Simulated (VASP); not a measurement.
# Mo: relaxation of cell and atoms with PBE

Crystal: Mo.

```xyz
2
Lattice="2.6046 0.0000 0.0000 -1.3023 2.2557 0.0000 0.0000 0.0000 4.2195" Properties=species:S:1:pos:R:3 pbc="T T T"
Mo    0.0000    1.5038    1.0549
Mo    1.3023    0.7519    3.1646
```

This isn't the form of Mo at room conditions, which is bcc.

```yaml
Program: VASP 6.6.1
Task: relaxation of cell and atoms
Functional: PBE
Potentials_or_basis: VASP PAW PBE potentials, release 64 (Mo_sv)
Cutoff: 500 eV
k_mesh: 17 × 17 × 9
Occupations: fermi-dirac, width 0.08 eV
Spin: no spin polarisation
Target_pressure: 100 GPa
Dipole_correction: no
Further_INCAR_settings: ALGO = Normal; EDIFF = 1e-07; IBRION = 2; EDIFFG = -0.005; NSW = 60; ISIF = 3
```

```yaml
Relaxed_volume: 12.43 Å³/atom
Relaxed_cell: a = 2.635 Å, b = 2.635 Å, c = 4.134 Å, α = 90.00°, β = 90.00°, γ = 120.00°
Space_group_after_relaxing_to_0.1_Å: P6_3/mmc (No. 194)
Energy_change_on_relaxing_the_run_minimises_the_enthalpy: -23.4 meV/atom
Ionic_steps: 10
Pressure_after_relaxing: 100.0 GPa
Band_gap_on_the_k_mesh: zero (bands 14 and 15 overlap by 3.06 eV)
```

The path:
```csv
step,energy change (eV),largest force (eV/Å),pressure (GPa),volume (Å³)
1,0.0000,0.0000,101.79,24.79
2,-0.3028,0.0000,90.13,25.29
3,-0.0969,0.0000,98.09,24.94
4,-0.0788,0.0000,98.81,24.91
5,-0.0641,0.0000,99.37,24.88
6,-0.0579,0.0000,99.61,24.87
7,-0.0566,0.0000,99.65,24.87
8,-0.0556,0.0000,99.69,24.87
9,-0.0255,0.0000,100.83,24.82
10,-0.0468,0.0000,100.03,24.85
```

Final structure:
```yaml
crystal:
  lattice:
    - [2.63473, 0.00000, 0.00000]
    - [-1.31736, 2.28174, 0.00000]
    - [0.00000, 0.00000, 4.13422]
  atoms:
    - { symbol: Mo, position: [0.33333, 0.66667, 0.25000] }
    - { symbol: Mo, position: [0.66667, 0.33333, 0.75000] }
```

Levels at points of the mesh, in eV from the Fermi level:
```
           k point  band 11  band 12  band 13  band 14  band 15  band 16  band 17  band 18
(0.00, 0.00, 0.00)    -1.35    -1.35    -0.83    -0.19    -0.19     0.56     0.56     3.34
```

Run time: 2.9 min on 1 thread of Intel(R) Xeon(R) 6975P-C (Granite Rapids), with other jobs on the host, peak memory 0.19 GiB.

Caveat: the cell is relaxed towards a set pressure, so the run minimises the enthalpy, not the energy.
